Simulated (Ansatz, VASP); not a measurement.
# Al: VASP beside Ansatz

INCAR

```
SYSTEM = Al
PREC = Accurate ; ENCUT = 520
EDIFF = 1E-6 ; ISMEAR = 0
SIGMA = 0.15 ; LREAL = .False.
LASPH = .True. ; NELM = 100
ALGO = Fast ; ISIF = 2
LWAVE = .False. ; LCHARG = .False.
GGA = PS ; IVDW = 12
NBANDS = 10
```

Contents of KPOINTS:

```
Automatic mesh
0
Gamma
  18 18 10
  0 0 0
```

File POSCAR:

```
Al
1.0
    2.8827667353      0.0000000000      0.0000000000
   -1.4413833676      2.4965492260      0.0000000000
    0.0000000000      0.0000000000      4.9885212500
Al
2
Direct
    0.6666666667      0.3333333333      0.7500000000
    0.3333333333      0.6666666667      0.2500000000
```

Input for Ansatz:

```yaml
crystal:
  lattice:
    - [2.8827667353, 0.0, 0.0]
    - [-1.4413833676, 2.496549226, 0.0]
    - [0.0, 0.0, 4.98852125]
  atoms:
    - { symbol: Al, position: [0.6666666667, 0.3333333333, 0.75] }
    - { symbol: Al, position: [0.3333333333, 0.6666666667, 0.25] }
basis:
  ecutwfc: 420
kpoints:
  mp_grid: { grid: [18, 18, 10] }
hamiltonian:
  xc: pbesol
  dispersion: d3bj
scf:
  occupations: { method: gaussian, width: 0.15 }
output:
  forces: true
  stress: true
  eigenvalues: true
```

Change from the starting cell: strain +0.025 along x and y, +0.025 along z, atoms carried along.

Alike in both runs: task single point; functional PBEsol; dispersion D3(BJ); k mesh 18 × 18 × 10; occupations gaussian, width 0.15 eV; no spin polarisation.

|  | VASP | Ansatz |
| --- | --- | --- |
| version | VASP 6.6.1 | Ansatz 0.2.0 |
| potentials or method | VASP PAW PBE potentials, release 64 (Al), cutoff 520 eV | scalar-relativistic, plane waves, PAW |
| valence electrons in the cell | 6 | 6 |

Ansatz gave:

| Item | Value |
| --- | --- |
| gap on the k mesh at the Fermi level (eV) | none |
| pressure (GPa) | -8.6 |
| traceless stress, the component that is largest in VASP (GPa) | -0.67 |

Task: Estimate VASP's values.

Result: gap on the k mesh at the Fermi level (eV): none; pressure (GPa): -8.5; traceless stress, the component that is largest in VASP (GPa): -0.68.

VASP's potentials were made for PBE, not for PBEsol. A gap of «none» marks a metal or a gap that the smearing closes.
